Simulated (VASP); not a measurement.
Input of a VASP 6.6.1 run:

Contents of INCAR:

```
PREC = Accurate
ENCUT = 520
EDIFF = 1E-6
ISMEAR = 0
SIGMA = 0.1
LREAL = F
LASPH = T
NELM = 60
ALGO = Fast
ISIF = 2
LWAVE = F
LCHARG = T
GGA = PS
LELF = T
LVHAR = T
NBANDS = 26
```

KPOINTS

```
regular mesh
0
Gamma
  10 10 6
```

The input POSCAR:

```
Al2Cu
1.0
    2.9204423940      2.9204423940      0.0000000000
   -2.8488629235      2.8488629235      0.0000000000
    0.0000000000      0.0000000000      5.6977258471
Al Cu
4 2
Direct
    0.5000000000      0.0000000000      0.2500000000
    0.0000000000      0.5000000000      0.2500000000
    0.0000000000      0.5000000000      0.7500000000
    0.5000000000      0.0000000000      0.7500000000
    0.0000000000      0.0000000000      0.5000000000
    0.5000000000      0.5000000000      0.0000000000
```

Potentials or basis: VASP PAW PBE potentials, release 64 (Al, Cu).

Launch:

```sh
$ cat potpaw_PBE.64/Al/POTCAR potpaw_PBE.64/Cu/POTCAR > POTCAR
$ mpirun -np 1 vasp_std > vasp.out
```

Problem. Predict the largest force.

Solution. 0.112 eV/Å.

Problem. Predict the band gap on the k mesh.

Solution. Zero (band 17 reaches 8.66 eV, above the bottom of band 18 at 4.56 eV).

Stress tensor (GPa, compression positive):
```
-0.99 -2.47  0.00
-2.47 -0.99  0.00
 0.00  0.00 -0.40
```

Caveat: the cell differs from its parent crystal (uniaxial strain along a: +2.0 %); the PAW data sets were made with another functional, which shifts forces and pressure a little.
